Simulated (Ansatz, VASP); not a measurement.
**BeCd3O4 in VASP and in Ansatz**

The input INCAR:

```
PREC     = Accurate       # precision mode
ENCUT    = 520            # plane-wave cutoff, eV
EDIFF    = 1E-7           # SCF threshold, eV
ISMEAR   = 0              # smearing method
SIGMA    = 0.2            # smearing width, eV
LREAL    = F              # projectors in reciprocal space
LASPH    = T              # aspherical terms in the spheres
NELM     = 100            # most SCF steps
ALGO     = Normal         # electronic algorithm
ISIF     = 2              # what is computed and relaxed
LWAVE    = F              # write WAVECAR
LCHARG   = F              # write CHGCAR
GGA      = PE             # functional
NBANDS   = 41             # bands
```

The input KPOINTS:

```
Automatic mesh
0
Gamma
  4 4 4
```

The input POSCAR:

```
BeCd3O4
1.0
    4.7772043904      0.0000000000      0.0000000000
    0.0000000000      4.7772043904      0.0000000000
    0.0000000000      0.0000000000      4.7772043904
Be Cd O
1 3 4
Direct
    0.0000000000      0.0000000000      0.0000000000
    0.0000000000      0.5000000000      0.5000000000
    0.5000000000      0.5000000000      0.0000000000
    0.5000000000      0.0000000000      0.5000000000
    0.7949732104      0.7949732104      0.2050267896
    0.7949732104      0.2050267896      0.7949732104
    0.2050267896      0.7949732104      0.7949732104
    0.2050267896      0.2050267896      0.2050267896
```

Input for Ansatz:

```yaml
crystal:
  lattice:
    - [4.7772043904, 0.0, 0.0]
    - [0.0, 4.7772043904, 0.0]
    - [0.0, 0.0, 4.7772043904]
  atoms:
    - { symbol: Be, position: [0.0, 0.0, 0.0] }
    - { symbol: Cd, position: [0.0, 0.5, 0.5] }
    - { symbol: Cd, position: [0.5, 0.5, 0.0] }
    - { symbol: Cd, position: [0.5, 0.0, 0.5] }
    - { symbol: O, position: [0.7949732104, 0.7949732104, 0.2050267896] }
    - { symbol: O, position: [0.7949732104, 0.2050267896, 0.7949732104] }
    - { symbol: O, position: [0.2050267896, 0.7949732104, 0.7949732104] }
    - { symbol: O, position: [0.2050267896, 0.2050267896, 0.2050267896] }
basis:
  ecutwfc: 420
kpoints:
  mp_grid: { grid: [4, 4, 4] }
hamiltonian:
  xc: pbe
scf:
  occupations: { method: gaussian, width: 0.2 }
  lower_state_search: "off"
output:
  forces: true
  stress: true
  eigenvalues: true
```

Alike in both runs: task single point; functional PBE; k mesh 4 × 4 × 4; occupations gaussian, width 0.2 eV; no spin polarisation.

|  | VASP | Ansatz |
| --- | --- | --- |
| version | VASP 6.6.1 | Ansatz 0.2.0 |
| potentials or method | VASP PAW PBE potentials, release 64 (Be, Cd, O), cutoff 520 eV | scalar-relativistic, plane waves, PAW |
| valence electrons in the cell | 62 | 86 |

Ansatz gave:

| Quantity | Value |
| --- | --- |
| pressure (GPa) | 0.0 |
| rms of the force components (eV/Å) | 0.000 |

Q: Which values does VASP return?

A: Pressure (GPa): 1.1; rms of the force components (eV/Å): 0.038.

Atom by atom the forces differ by 0.038 eV/Å (rms over components). The functional is the same, so the differences come from potentials, cutoffs and numerics. VASP's potentials hold 62 valence electrons a cell and Ansatz's 86, so a difference there can come from the potentials and not from the codes.
